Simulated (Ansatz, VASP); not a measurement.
## One calculation of Sc3F, two programs

File POSCAR:

```
Sc3F
1.0
    4.0611657916      0.0000000000      0.0000000000
    0.0000000000      4.0611657916      0.0000000000
    0.0000000000      0.0000000000      4.0611657916
Sc F
3 1
Direct
    0.0000000000      0.5000000000      0.5000000000
    0.5000000000      0.0000000000      0.5000000000
    0.5000000000      0.5000000000      0.0000000000
    0.0000000000      0.0000000000      0.0000000000
```

Contents of INCAR.step1:

```
PREC = Accurate
ENCUT = 520
ISMEAR = 0
SIGMA = 0.1
LREAL = False
LASPH = True
NELM = 60
NBANDS = 28
GGA = PE
ALGO = Normal
EDIFF = 1E-4
LWAVE = True
LCHARG = False
```

INCAR.step2

```
PREC = Accurate
ENCUT = 520
EDIFF = 1E-6
ISMEAR = 0
SIGMA = 0.1
LREAL = False
LASPH = True
NELM = 60
ALGO = Normal
ISIF = 2
LWAVE = False
LCHARG = True
METAGGA = R2SCAN
LMIXTAU = True
LELF = True
LVHAR = True
NBANDS = 28
ISTART = 1
```

The input KPOINTS:

```
regular mesh
0
Gamma
  4 4 4
```

Input for Ansatz:

```yaml
crystal:
  lattice:
    - [4.0611657916, 0.0, 0.0]
    - [0.0, 4.0611657916, 0.0]
    - [0.0, 0.0, 4.0611657916]
  atoms:
    - { symbol: Sc, position: [0.0, 0.5, 0.5] }
    - { symbol: Sc, position: [0.5, 0.0, 0.5] }
    - { symbol: Sc, position: [0.5, 0.5, 0.0] }
    - { symbol: F, position: [0.0, 0.0, 0.0] }
basis:
  ecutwfc: 500
kpoints:
  mp_grid: { grid: [4, 4, 4] }
hamiltonian:
  xc: r2scan
scf:
  occupations: { method: gaussian, width: 0.1 }
  lower_state_search: "off"
output:
  forces: true
  stress: true
  eigenvalues: true
```

Alike in both runs: task single point; functional r2SCAN; k mesh 4 × 4 × 4; occupations gaussian, width 0.1 eV; no spin polarisation.

|  | VASP | Ansatz |
| --- | --- | --- |
| version | VASP 6.6.1 | Ansatz 0.2.0 |
| potentials or method | VASP PAW PBE potentials, release 64 (Sc_sv, F), cutoff 520 eV | scalar-relativistic, plane waves, PAW |
| valence electrons in the cell | 40 | 40 |

VASP gave:

- gap on the k mesh at the Fermi level (eV): none
- pressure (GPa): 16.9

Q: Estimate Ansatz's values.

A: gap on the k mesh at the Fermi level (eV): none; pressure (GPa): 16.7.

VASP's potentials were made for PBE, not for r2SCAN. A gap of «none» marks a metal or a gap that the smearing closes.

The k mesh is coarse, so the values compare programs but aren't converged.
